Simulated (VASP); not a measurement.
Wanted: the native input for a VASP 6.6.1 run.

```yaml
Task: single point
Functional: PBE
Potentials_or_basis: VASP PAW PBE potentials, release 64 (Mo_sv, Os)
Cutoff: 520 eV
k_mesh: 12 × 12 × 16
Occupations: gaussian, width 0.1 eV
Spin: no spin polarisation
Dipole_correction: no
Further_INCAR_settings: ALGO = Fast; EDIFF = 1e-06; NBANDS = 25
```

The structure of Mo2Os lies in POSCAR:

```
Mo2Os
1.0
    4.4076754221      0.0000000000      0.0000000000
   -2.2038377110      3.8171588872      0.0000000000
    0.0000000000      0.0000000000      2.7408332825
Mo Os
2 1
Direct
    0.3333333333      0.6666666667      0.5000000000
    0.6666666667      0.3333333333      0.5000000000
    0.0000000000      0.0000000000      0.0000000000
```

One way to write it, as run:

INCAR

```
SYSTEM = Mo2Os
ALGO     = Fast           ! electronic algorithm
EDIFF    = 1E-6           ! SCF threshold, eV
ENCUT    = 520            ! plane-wave cutoff, eV
GGA      = PE             ! functional
ISIF     = 2              ! what is computed and relaxed
ISMEAR   = 0              ! smearing method
LASPH    = .True.         ! aspherical terms in the spheres
LCHARG   = .True.         ! write CHGCAR
LELF     = .True.         ! ELF
LREAL    = .False.        ! projectors in reciprocal space
LVHAR    = .True.       
LWAVE    = .False.        ! write WAVECAR
NBANDS   = 25             ! bands
NELM     = 80             ! most SCF steps
PREC     = Accurate       ! precision mode
SIGMA    = 0.1            ! smearing width, eV
```

KPOINTS

```
k-points
0
Gamma
  12 12 16
  0 0 0
```

Potentials or basis: VASP PAW PBE potentials, release 64 (Mo_sv, Os).

Launch:

```console
$ cat potpaw_PBE.64/Mo_sv/POTCAR potpaw_PBE.64/Os/POTCAR > POTCAR
$ mpirun -np 1 vasp_std > vasp.out
```

It gave:

| Item | Value |
| --- | --- |
| Pressure | 0.3 GPa |
| Band gap on the k mesh | zero (bands 18 and 19 overlap by 1.38 eV) |

Caveat: spin-orbit coupling is left out, which moves the levels of the heavy elements.

It took 2.3 min on 1 thread of Intel(R) Xeon(R) Platinum 8488C (Sapphire Rapids), on a shared host, peak memory 0.3 GiB.
